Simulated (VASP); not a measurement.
Write the native input for VASP 6.6.1 that does the following.

```
Task                   : single point
Functional             : PBE
Potentials or basis    : VASP PAW PBE potentials, release 64 (Eu)
Cutoff                 : 520 eV
k mesh                 : 11 × 11 × 11
Occupations            : fermi-dirac, width 0.1 eV
Spin                   : collinear spin, ferromagnetic start
Starting moments       : [7.0] μB
Dipole correction      : no
Further INCAR settings : ALGO = Normal; EDIFF = 1e-06; NBANDS = 18
```

The structure of Eu lies in POSCAR:

```
Eu
1.0
    2.7816468932      0.0000000000      0.0000000000
    0.0000000000      2.7816468932      0.0000000000
    0.0000000000      0.0000000000      2.7816468932
Eu
1
Direct
    0.0000000000      0.0000000000      0.0000000000
```

This cell differs from its parent crystal: volume scaled by 0.5.

These files were run (other wordings do the same):

INCAR

```
  PREC = Accurate
  ENCUT = 520
  EDIFF = 1E-6
  ISMEAR = -1
  SIGMA = 0.1
  LREAL = False
  LASPH = True
  NELM = 150
  ALGO = Normal
  ISIF = 2
  LWAVE = False
  LCHARG = False
  ISPIN = 2
  MAGMOM = 7
  LORBIT = 11
  LMAXMIX = 6
  GGA = PE
  NBANDS = 18
```

KPOINTS

```
regular mesh
0
Gamma
  11 11 11
```

Potentials or basis: VASP PAW PBE potentials, release 64 (Eu).

Launch:

```sh
$ cat potpaw_PBE.64/Eu/POTCAR > POTCAR
$ mpirun -np 1 vasp_std > vasp.out
```

Results of the run:

```
Pressure                                              : 29.5 GPa
Net moment                                            : 7.14 μB per cell
Site moments                                          : Eu +6.73 μB
Valence electrons inside the program's atomic spheres : Eu 15.22
```

It took 32 s on 1 thread of Intel(R) Xeon(R) 6975P-C (Granite Rapids) (shared host), peak memory 0.18 GiB.
